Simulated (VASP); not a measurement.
# Yb3TlC (Pm-3m) in VASP: further runs

The runs below take Yb3TlC through single point, relaxation of cell and atoms, with PBE.

All numbers are computed with VASP 6.6.1; they aren't measurements. Logs are shortened: lines on timing, memory, paths and dates and some standing lists are left out, and cuts for length are marked.

## Step 1: The cell of the first run

The structure is cubic, space group Pm-3m (No. 221). The conventional cell has a = 4.933 Å, b = 4.933 Å, c = 4.933 Å, α = 90.00°, β = 90.00°, γ = 90.00°. Tl (site symmetry m-3m) has 12 Yb at 3.49 Å and 8 C at 4.27 Å within 4.6 Å. C (site symmetry m-3m) has 6 Yb at 2.47 Å within 3.3 Å. Within 3.3 Å of Yb (site symmetry 4/mmm) lie 2 C at 2.47 Å.

## Step 2: Single point, PBE

The input, INCAR:

```
PREC = Accurate ; ENCUT = 520
EDIFF = 1E-7 ; ISMEAR = -1
SIGMA = 0.1 ; LREAL = F
LASPH = T ; NELM = 100
ALGO = Normal ; ISIF = 2
LWAVE = F ; LCHARG = F
GGA = PE ; NBANDS = 52
```

The input, KPOINTS:

```
regular mesh
0
Gamma
  4 4 4
```

The input, POSCAR:

```
Yb3TlC
1.0
    4.9327240794      0.0000000000      0.0000000000
    0.0000000000      4.9327240794      0.0000000000
    0.0000000000      0.0000000000      4.9327240794
Tl C Yb
1 1 3
Direct
    0.0000000000      0.0000000000      0.0000000000
    0.5000000000      0.5000000000      0.5000000000
    0.5000000000      0.5000000000      0.0000000000
    0.0000000000      0.5000000000      0.5000000000
    0.5000000000      0.0000000000      0.5000000000
```

Potentials or basis: VASP PAW PBE potentials, release 64 (Tl_d, C, Yb).

On the command line:

```
cat potpaw_PBE.64/Tl_d/POTCAR potpaw_PBE.64/C/POTCAR potpaw_PBE.64/Yb/POTCAR > POTCAR
mpirun -np 1 vasp_std > vasp.out
```

OUTCAR:

```text
PREC = Accurate
   ENCUT = 520
   EDIFF = 1E-7
   ISMEAR = -1
   LREAL = F
   LASPH = T
   NELM = 100
   ISIF = 2
   GGA = PE

 ion  position               nearest neighbor table
   1  0.000  0.000  0.000-   3 3.49   4 3.49   5 3.49   4 3.49   5 3.49   3 3.49   4 3.49   4 3.49
                             3 3.49   5 3.49   5 3.49   3 3.49
   2  0.500  0.500  0.500-   3 2.47   4 2.47   5 2.47   3 2.47   5 2.47   4 2.47
   3  0.500  0.500  0.000-   2 2.47   2 2.47   4 3.49   5 3.49   1 3.49   4 3.49   5 3.49   1 3.49
                             5 3.49   5 3.49   1 3.49   4 3.49   4 3.49   1 3.49
   4  0.000  0.500  0.500-   2 2.47   2 2.47   3 3.49   5 3.49   1 3.49   3 3.49   1 3.49   5 3.49
                             1 3.49   1 3.49   3 3.49   5 3.49   3 3.49   5 3.49
   5  0.500  0.000  0.500-   2 2.47   2 2.47   3 3.49   4 3.49   1 3.49   3 3.49   1 3.49   3 3.49
                             4 3.49   3 3.49   1 3.49   4 3.49   1 3.49   4 3.49

  LATTYP: Found a simple cubic cell.
 ALAT       =     4.9327240794

  Lattice vectors:

 A1 = (   4.9327240794,   0.0000000000,   0.0000000000)
 A2 = (   0.0000000000,   4.9327240794,   0.0000000000)
 A3 = (   0.0000000000,   0.0000000000,   4.9327240794)

Analysis of symmetry for initial positions (statically):
=====================================================================
 Subroutine PRICEL returns:
 Original cell was already a primitive cell.

 Routine SETGRP: Setting up the symmetry group for a
 simple cubic supercell.

 Subroutine GETGRP returns: Found 48 space group operations
 (whereof 48 operations were pure point group operations)
 out of a pool of 48 trial point group operations.

The static configuration has the point symmetry O_h .

Analysis of symmetry for dynamics (positions and initial velocities):
=====================================================================
 Subroutine PRICEL returns:
 Original cell was already a primitive cell.

 Routine SETGRP: Setting up the symmetry group for a
 simple cubic supercell.

 Subroutine GETGRP returns: Found 48 space group operations
 (whereof 48 operations were pure point group operations)
 out of a pool of 48 trial point group operations.

The dynamic configuration has the point symmetry O_h .

 Subroutine INISYM returns: Found 48 space group operations
 (whereof 48 operations are pure point group operations),
 and found     1 'primitive' translations
[... 84 lines left out ...]
   ENCUT  =  520.0 eV  38.22 Ry    6.18 a.u.   9.17  9.17  9.17*2*pi/ulx,y,z
   NELM   =    100;   NELMIN=  2; NELMDL= -5     # of ELM steps
   EDIFF  = 0.1E-06   stopping-criterion for ELM
   LREAL  =      F    real-space projection
   EDIFFG = 0.1E-05   stopping-criterion for IOM
   NSW    =      0    number of steps for IOM
   IBRION =     -1    ionic relax: 0-MD 1-quasi-New 2-CG
   NFREE  =      0    steps in history (QN), initial steepest desc. (CG)
   ISIF   =      2    stress and relaxation
   ISYM   =      2    0-nonsym 1-usesym 2-fastsym
   POTIM  = 0.5000    time-step for ionic-motion
   TEBEG  =    0.0;   TEEND  =   0.0 temperature during run
   PSTRESS=    0.0 pullay stress
   NELECT =      89.0000    total number of electrons
   NUPDOWN=      -1.0000    fix difference up-down
   EMIN   =  10.00;   EMAX   =-10.00  energy-range for DOS
   EFERMI =   0.00;   METHOD = LEGACY
   ISMEAR =    -1;   SIGMA  =   0.10  broadening in eV -4-tet -1-fermi 0-gaus
   EFERMI_NEDOS =   21; number of points for ismear=-14 and -15
   IALGO  =     38    algorithm
   IMIX   =      4    mixing-type and parameters
     AMIX     =   0.40;   BMIX     =  1.00
     AMIX_MAG =   1.60;   BMIX_MAG =  1.00
  volume/ion in A,a.u.               =      24.00       161.99
  Fermi-wavevector in a.u.,A,eV,Ry     =   1.481783  2.800164 29.874061  2.195682
  Thomas-Fermi vector in A             =   2.595651
   LORBIT       =      0    0 simple, 1 ext, 2 COOP (PROOUT), +10 PAW based schemes
   GGA     = PE    functional components
   LHFCALC =     F    Hartree Fock is set to
   AEXX    =    0.0000 exact exchange contribution
   IVDW    =     0    specifies the selected vdW correction
   LEPSILON=     F    determine dielectric tensor
   LRPA    =     F    only Hartree local field effects (RPA)
 non-spin polarized calculation
  energy-cutoff  :      520.00
  volume of cell :      120.02
 maximum number of plane-waves:      3239
 NGX is ok and might be reduce to    40
   NGX = 19   NGY = 19   NGZ = 19

 number of electron      88.9999958 magnetization

 Free energy of the ion-electron system (eV)
  ---------------------------------------------------
  ext. energy  EPLUGINS =         0.00000000
  ---------------------------------------------------
  free energy    TOTEN  =       -23.18242884 eV

  energy without entropy =      -22.74000693  energy(sigma->0) =      -22.96121789

 E-fermi :   3.1590     XC(G=0): -10.5617

 val. band max:        3.1426561509   @ k =   0.5000   0.0000   0.0000
 cond. band min:       3.1699932971   @ k =   0.5000   0.5000   0.0000
 fundamental gap:      0.0273371462
 Fermi energy:         3.1590118922

 k-point     1 :       0.0000    0.0000    0.0000
  band No.  band energies     occupation
      1     -48.2737      2.00000
      2     -48.2357      2.00000
      3     -48.2357      2.00000
      4     -20.7332      2.00000
      5     -20.7332      2.00000
      6     -20.7332      2.00000
[... 539 lines left out ...]
     51       6.4351      0.00000
     52       6.4351      0.00000

------------------------ aborting loop because EDIFF is reached ----------------------------------------

  FORCE on cell =-STRESS in cart. coord.  units (eV):
  Direction    XX          YY          ZZ          XY          YZ          ZX
  --------------------------------------------------------------------------------------
  -------------------------------------------------------------------------------------
  Total       -0.2942547     -0.2942547     -0.2942547      0.0000000      0.0000000     -0.0000000
  in kB       -3.9280179     -3.9280179     -3.9280179      0.0000000      0.0000000     -0.0000000
  external PRESSURE =      -3.9280179 kB  Pullay stress =       0.0000000 kB

 VOLUME and BASIS-vectors are now :
 -----------------------------------------------------------------------------
  energy-cutoff  :      520.00
  volume of cell :      120.02
      direct lattice vectors                 reciprocal lattice vectors
     4.932724079  0.000000000  0.000000000     0.202727739  0.000000000  0.000000000
     0.000000000  4.932724079  0.000000000     0.000000000  0.202727739  0.000000000
     0.000000000  0.000000000  4.932724079     0.000000000  0.000000000  0.202727739

 POSITION                                       TOTAL-FORCE (eV/Angst)
 -----------------------------------------------------------------------------------
      0.00000      0.00000      0.00000         0.000000      0.000000      0.000000
      2.46636      2.46636      2.46636         0.000000      0.000000      0.000000
      2.46636      2.46636      0.00000         0.000000      0.000000      0.000000
      0.00000      2.46636      2.46636         0.000000      0.000000      0.000000
      2.46636      0.00000      2.46636         0.000000      0.000000      0.000000
 -----------------------------------------------------------------------------------
    total drift:                               -0.000000     -0.000000     -0.000000

  FREE ENERGIE OF THE ION-ELECTRON SYSTEM (eV)
  ---------------------------------------------------
  free  energy   TOTEN  =       -23.1824288436 eV

  energy  without entropy=      -22.7400069266  energy(sigma->0) =      -22.96121789
```

Run time: 4.5 min. Hardware: 1 thread of Intel Xeon Platinum 8259CL at 2.50GHz (Skylake/Cascade Lake), shared host; peak memory 0.28 GiB.

Results:

| Quantity | Value |
| --- | --- |
| Free energy | -23.1824 eV |
| Pressure | -0.4 GPa |

Levels at points of the mesh, in eV from the Fermi level:
```
           k point  band 41  band 42  band 43  band 44  band 45  band 46  band 47  band 48  band 49  band 50
(0.00, 0.00, 0.00)     0.11     0.11     0.11     0.20     0.20     1.09     1.09     1.09     2.26     2.26
(0.50, 0.00, 0.00)    -0.46    -0.29    -0.02    -0.02     0.11     0.11     1.51     1.71     2.92     3.01
(0.50, 0.50, 0.00)    -0.46    -0.46    -0.41    -0.25    -0.25     0.01     2.16     2.75     2.75     2.90
(0.50, 0.50, 0.50)    -0.45    -0.45    -0.42    -0.21    -0.21    -0.21     2.18     2.18     2.18     3.28
```

Caveat: spin-orbit coupling is left out, which moves the levels of the heavy elements; without U or exact exchange the open f shell lies at the Fermi level, which spoils levels, moments and volumes.

## Step 3: Relaxation of cell and atoms, PBE

The input, INCAR:

```
SYSTEM = Yb3TlC
  PREC = Accurate
  ENCUT = 600
  EDIFF = 1E-6
  ISMEAR = -1
  SIGMA = 0.1
  LREAL = .FALSE.
  LASPH = .TRUE.
  NELM = 100
  ALGO = Normal
  ISIF = 3
  LWAVE = .FALSE.
  LCHARG = .FALSE.
  GGA = PE
  IBRION = 2
  NSW = 80
  EDIFFG = -0.03
```

The input, KPOINTS:

```
regular mesh
0
G
  4 4 4
  0 0 0
```

POSCAR is that of step 2.

Potentials or basis: VASP PAW PBE potentials, release 64 (Tl_d, C, Yb).

On the command line:

```
cat potpaw_PBE.64/Tl_d/POTCAR potpaw_PBE.64/C/POTCAR potpaw_PBE.64/Yb/POTCAR > POTCAR
mpirun -np 1 vasp_std > vasp.out
```

Run time: 12 min. Hardware: 1 thread of Intel Xeon Platinum 8259CL at 2.50GHz (Skylake/Cascade Lake), shared host; peak memory 0.3 GiB.

The run converged. Its results:

```
Free energy                            : -23.1833 eV
Relaxed volume                         : 23.90 Å³/atom
Relaxed cell                           : a = 4.925 Å, b = 4.925 Å, c = 4.925 Å, α = 90.00°, β = 90.00°, γ = 90.00°
Space group after relaxing (to 0.05 Å) : Pm-3m (No. 221)
Energy gained by relaxing              : -0.1 meV/atom
Ionic steps                            : 3
Pressure after relaxing                : 0.0 GPa
```

Step by step:
| step | energy change (eV) | largest force (eV/Å) | pressure (GPa) | volume (Å³) |
| --- | --- | --- | --- | --- |
| 1 | 0.0000 | 0.0000 | -0.51 | 120.02 |
| 2 | 0.0020 | 0.0000 | 1.36 | 118.71 |
| 3 | 0.0003 | 0.0000 | -0.01 | 119.48 |

Final structure:
```xyz
5
Lattice="4.9253 0.0000 0.0000 0.0000 4.9253 0.0000 0.0000 0.0000 4.9253" Properties=species:S:1:pos:R:3 pbc="T T T"
Tl    0.0000    0.0000    0.0000
C     2.4626    2.4626    2.4626
Yb    2.4626    2.4626    0.0000
Yb    0.0000    2.4626    2.4626
Yb    2.4626    0.0000    2.4626
```

Levels at points of the mesh, in eV from the Fermi level:
| k point | band 43 | band 44 | band 45 | band 46 | band 47 | band 48 |
| --- | --- | --- | --- | --- | --- | --- |
| (0.00, 0.00, 0.00) | 0.12 | 0.20 | 0.20 | 1.09 | 1.09 | 1.09 |
| (0.50, 0.00, 0.00) | -0.01 | -0.01 | 0.11 | 0.11 | 1.50 | 1.72 |
| (0.50, 0.50, 0.00) | -0.41 | -0.25 | -0.25 | 0.01 | 2.17 | 2.75 |
| (0.50, 0.50, 0.50) | -0.42 | -0.21 | -0.21 | -0.21 | 2.18 | 2.18 |

Caveat: spin-orbit coupling is left out, which moves the levels of the heavy elements; without U or exact exchange the open f shell lies at the Fermi level, which spoils levels, moments and volumes. Spin polarisation is off, so any magnetic state and its effect on volume and gap are missing.

## Step 4: Single point, PBE

This run uses another cell than the first one, of 24.48 Å³/atom, 1.020 times its volume.

The input, INCAR:

```
SYSTEM = Yb3TlC
  ALGO = Normal
  EDIFF = 1E-6
  ENCUT = 520
  GGA = PE
  ISIF = 2
  ISMEAR = -1
  LASPH = .TRUE.
  LCHARG = .FALSE.
  LREAL = .FALSE.
  LWAVE = .FALSE.
  NBANDS = 52
  NELM = 100
  PREC = Accurate
  SIGMA = 0.1
```

The input, KPOINTS:

```
k-points
0
G
  4 4 4
  0 0 0
```

Changes to POSCAR since step 3:

```diff
@@ -2,5 +2,5 @@
 1.0
-    4.9327240794      0.0000000000      0.0000000000
-    0.0000000000      4.9327240794      0.0000000000
-    0.0000000000      0.0000000000      4.9327240794
+    4.9653920784      0.0000000000      0.0000000000
+    0.0000000000      4.9653920784      0.0000000000
+    0.0000000000      0.0000000000      4.9653920784
 Tl C Yb
```

On the command line:

```
cat potpaw_PBE.64/Tl_d/POTCAR potpaw_PBE.64/C/POTCAR potpaw_PBE.64/Yb/POTCAR > POTCAR
mpirun -np 1 vasp_std > vasp.out
```

Wall time 4.4 min (1 thread of Intel Xeon Platinum 8259CL at 2.50GHz (Skylake/Cascade Lake), shared host); peak memory 0.28 GiB.

It converged, with:

```yaml
Free_energy: -23.1754 eV
Pressure: -0.5 GPa
```

Levels at points of the mesh, in eV from the Fermi level:
```tsv
k point	band 41	band 42	band 43	band 44	band 45	band 46	band 47	band 48	band 49	band 50
(0.00, 0.00, 0.00)	0.09	0.09	0.09	0.21	0.21	1.12	1.12	1.12	2.22	2.22
(0.50, 0.00, 0.00)	-0.46	-0.29	-0.03	-0.03	0.11	0.11	1.53	1.70	2.90	2.91
(0.50, 0.50, 0.00)	-0.46	-0.45	-0.41	-0.25	-0.25	0.02	2.08	2.72	2.72	2.88
(0.50, 0.50, 0.50)	-0.45	-0.45	-0.42	-0.22	-0.22	-0.22	2.15	2.15	2.15	3.26
```

Caveat: spin-orbit coupling is left out, which moves the levels of the heavy elements; without U or exact exchange the open f shell lies at the Fermi level, which spoils levels, moments and volumes.

## Step 5: Summary

```tsv
task	cell	cutoff (eV)	gap on the mesh (eV)	pressure (GPa)
single point	a = 4.933 Å, 5 atoms	520	none	-0.4
relaxation of cell and atoms	relaxed from a = 4.933 Å, 5 atoms	600	none	0.0
single point	a = 4.965 Å, 5 atoms	520	none	-0.5
```

Alike in all rows: level PBE; potentials or basis VASP PAW PBE potentials, release 64 (Tl_d, C, Yb); no spin polarisation; k mesh 4 × 4 × 4; smearing fermi-dirac 0.1 eV.

Caveats: spin-orbit coupling is left out, which moves the levels of the heavy elements; without U or exact exchange the open f shell lies at the Fermi level, which spoils levels, moments and volumes.

Total energies depend on the potentials used, so only differences within one code and one set of settings carry meaning.
